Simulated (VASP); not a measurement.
## Rh: single point with r2SCAN

The system is Rh.

```
Rh
1.0
     0.00000    1.94909    1.99663
     1.94909    0.00000    1.99663
     1.94909    1.94909    0.00000
Rh
1
Direct
  0.00000 0.00000 0.00000
```

This cell differs from its parent crystal: strain +0.025 along x and y, +0.050 along z.

```json
{
  "Program": "VASP 6.6.1",
  "Task": "single point",
  "Functional": "r2SCAN",
  "Potentials or basis": "VASP PAW PBE potentials, release 64 (Rh_pv)",
  "Cutoff": "520 eV",
  "k mesh": "22 × 22 × 22",
  "Occupations": "gaussian, width 0.15 eV",
  "Spin": "no spin polarisation",
  "Dipole correction": "no",
  "Further INCAR settings": "ALGO = Normal; EDIFF = 1e-07; NBANDS = 14"
}
```

```
Pressure               : -20.9 GPa
Band gap on the k mesh : zero (an odd number of electrons rules out a gap without spin polarisation)
```

Stress tensor (GPa, compression positive):
```
-19.45   0.00   0.00
  0.00 -19.45   0.00
  0.00   0.00 -23.92
```

Levels at points of the mesh, in eV from the Fermi level:
| k point | band 5 | band 6 | band 7 | band 8 | band 9 | band 10 |
| --- | --- | --- | --- | --- | --- | --- |
| (0.00, 0.00, 0.00) | -2.87 | -2.63 | -2.63 | -1.07 | -0.79 | 16.75 |
| (0.50, 0.00, 0.00) | -2.92 | -2.68 | 0.44 | 0.55 | 1.04 | 8.11 |
| (0.50, 0.50, 0.00) | -5.29 | 0.44 | 0.87 | 0.87 | 3.05 | 11.22 |
| (0.50, 0.00, 0.50) | -5.30 | 0.41 | 0.79 | 1.00 | 3.54 | 11.87 |

It took 14 min on 1 thread of Intel Xeon 8259CL (shared host), peak memory 0.28 GiB.

Caveat: the cell differs from its parent crystal (strain +0.025 along x and y, +0.050 along z); the cell stands under tension; an empty level that is flat over the whole mesh can mark a ghost state of the potentials, or a narrow d or f band; the PAW data sets were made with another functional, which shifts forces and pressure a little.
